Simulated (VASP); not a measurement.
Input of a VASP 6.6.1 run:

The input INCAR:

```
SYSTEM = Sb
PREC = Accurate
ENCUT = 520
EDIFF = 1E-7
ISMEAR = -1
SIGMA = 0.1
LREAL = .FALSE.
LASPH = .TRUE.
NELM = 80
ALGO = Normal
ISIF = 2
LWAVE = .FALSE.
LCHARG = .FALSE.
GGA = PE
NBANDS = 12
```

The input KPOINTS:

```
Automatic mesh
0
G
  11 11 11
  0 0 0
```

POSCAR

```
Sb
1.0
    1.4194728694     -0.8195330432      4.5605506440
    0.0000000000      1.6390660865      4.5605506440
   -1.4194728694     -0.8195330432      4.5605506440
Sb
2
Direct
    0.2499999125      0.2499999125      0.2499999125
   -0.2499999125     -0.2499999125     -0.2499999125
```

Potentials or basis: VASP PAW PBE potentials, release 64 (Sb).

Run with:

```bash
$ cat potpaw_PBE.64/Sb/POTCAR > POTCAR
$ mpirun -np 1 vasp_std > vasp.out
```

Task: What does it give for the pressure?

Result: 114.6 GPa.

Task: Estimate the band gap on the k mesh.

Result: Zero (band 5 reaches 24.58 eV, above the bottom of band 6 at 13.56 eV).

Stress tensor (GPa, compression positive):
```
114.35   0.00   0.00
  0.00 114.35   0.00
  0.00   0.00 115.11
```

Caveat: spin-orbit coupling is left out, which moves the levels of the heavy elements.
